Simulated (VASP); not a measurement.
# Sn: single point with PBE

Crystal: Sn.

```
Sn
1.0
     1.55819   -2.90916    0.00000
     1.55819    2.90916    0.00000
     0.00000    0.00000    4.54307
Sn
1
Direct
  0.00000 0.00000 0.00000
```

```
Program             : VASP 6.6.1
Task                : single point
Functional          : PBE
Potentials or basis : VASP PAW PBE potentials, release 64 (Sn_d)
Cutoff              : 500 eV
k mesh              : 6 × 6 × 4
Occupations         : gaussian, width 0.1 eV
Spin                : no spin polarisation
```

* Pressure: -2.5 GPa
* Band gap on the k mesh: zero (bands 7 and 8 overlap by 2.63 eV)

Stress tensor (GPa, compression positive):
```
-2.03  0.00  0.00
 0.00 -4.13  0.00
 0.00  0.00 -1.28
```

Levels at points of the mesh, in eV from the Fermi level:
```tsv
k point	band 5	band 6	band 7	band 8	band 9	band 10
(0.00, 0.00, 0.00)	-21.47	-9.68	-0.67	3.12	7.48	8.97
(0.50, 0.00, 0.00)	-21.36	-5.17	-3.43	2.98	4.02	7.19
(0.50, 0.50, 0.00)	-21.38	-5.99	-3.60	2.37	5.63	6.84
(0.00, 0.00, 0.50)	-21.47	-9.39	-2.97	7.72	9.22	9.63
(0.50, 0.00, 0.50)	-21.36	-4.85	-3.16	0.94	3.93	4.26
(0.50, 0.50, 0.50)	-21.38	-5.69	-3.31	0.33	3.53	5.88
```

It took 22 s on 1 thread of Intel Xeon 8259CL, on a shared host, peak memory 0.16 GiB.

Caveat: the k points lie up to 0.38 Å⁻¹ apart, too coarse for converged energies and pressures of a metal; spin-orbit coupling is left out, which moves the levels of the heavy elements.
